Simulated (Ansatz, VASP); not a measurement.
**Two plane-wave programs on InP3**

The input POSCAR:

```
InP3
1.0
    4.0408188801      2.3329678682      3.2344818702
   -4.0408188801      2.3329678682      3.2344818702
    0.0000000000     -4.6659357364      3.2344818702
In P
2 6
Direct
    0.2702520051      0.2702520051      0.2702520051
    0.7297479949      0.7297479949      0.7297479949
    0.7982893833      0.2446976833      0.7982893833
    0.7982893833      0.7982893833      0.2446976833
    0.2446976833      0.7982893833      0.7982893833
    0.2017106167      0.7553023167      0.2017106167
    0.7553023167      0.2017106167      0.2017106167
    0.2017106167      0.2017106167      0.7553023167
```

Contents of INCAR.step1:

```
SYSTEM = InP3
PREC = Accurate ; ENCUT = 550
ISMEAR = 0 ; SIGMA = 0.15
LREAL = .False. ; LASPH = .True.
NELM = 120 ; NBANDS = 38
GGA = PE ; ALGO = Normal
EDIFF = 1E-5 ; LWAVE = .True.
LCHARG = .False. ; GGA_COMPAT = .False.
```

Contents of INCAR.step2:

```
SYSTEM = InP3
PREC = Accurate ; ENCUT = 550
EDIFF = 1E-6 ; ISMEAR = 0
SIGMA = 0.15 ; LREAL = .False.
LASPH = .True. ; NELM = 120
ALGO = Normal ; ISIF = 2
LWAVE = .False. ; LCHARG = .False.
METAGGA = R2SCAN ; LMIXTAU = .True.
NBANDS = 38 ; ISTART = 1
GGA_COMPAT = .False.
```

File KPOINTS:

```
Automatic mesh
0
Gamma
  6 6 6
  0 0 0
```

Input for Ansatz:

```yaml
crystal:
  lattice:
    - [4.0408188801, 2.3329678682, 3.2344818702]
    - [-4.0408188801, 2.3329678682, 3.2344818702]
    - [0.0, -4.6659357364, 3.2344818702]
  atoms:
    - { symbol: In, position: [0.2702520051, 0.2702520051, 0.2702520051] }
    - { symbol: In, position: [0.7297479949, 0.7297479949, 0.7297479949] }
    - { symbol: P, position: [0.7982893833, 0.2446976833, 0.7982893833] }
    - { symbol: P, position: [0.7982893833, 0.7982893833, 0.2446976833] }
    - { symbol: P, position: [0.2446976833, 0.7982893833, 0.7982893833] }
    - { symbol: P, position: [0.2017106167, 0.7553023167, 0.2017106167] }
    - { symbol: P, position: [0.7553023167, 0.2017106167, 0.2017106167] }
    - { symbol: P, position: [0.2017106167, 0.2017106167, 0.7553023167] }
basis:
  ecutwfc: 500
kpoints:
  mp_grid: { grid: [6, 6, 6] }
hamiltonian:
  xc: r2scan
scf:
  occupations: { method: gaussian, width: 0.15 }
output:
  forces: true
  stress: true
  eigenvalues: true
  write_density: true
  write_potential: true
  elf: true
  volumetric_format: npy
```

Change from the starting cell: strain +0.080 along x and y, -0.040 along z, atoms carried along.

Alike in both runs: task single point; functional r2SCAN; k mesh 6 × 6 × 6; occupations gaussian, width 0.15 eV; no spin polarisation.

```csv
,VASP,Ansatz
version,VASP 6.6.1,Ansatz 0.2.0
potentials or method,"VASP PAW PBE potentials, release 64 (In_d, P), cutoff 550 eV","scalar-relativistic, plane waves, PAW"
valence electrons in the cell,56,56
```

```csv
,VASP,Ansatz,Ansatz less VASP
gap on the k mesh at the Fermi level (eV),none,none,-
pressure (GPa),-8.7,-8.5,+0.20
"traceless stress, the component that is largest in VASP (GPa)",6.58,6.49,-0.096
rms of the force components (eV/Å),0.470,0.448,-0.0223
```

VASP's potentials were made for PBE, not for r2SCAN. Atom by atom the forces differ by 0.026 eV/Å (rms over components). A gap of «none» marks a metal or a gap that the smearing closes.
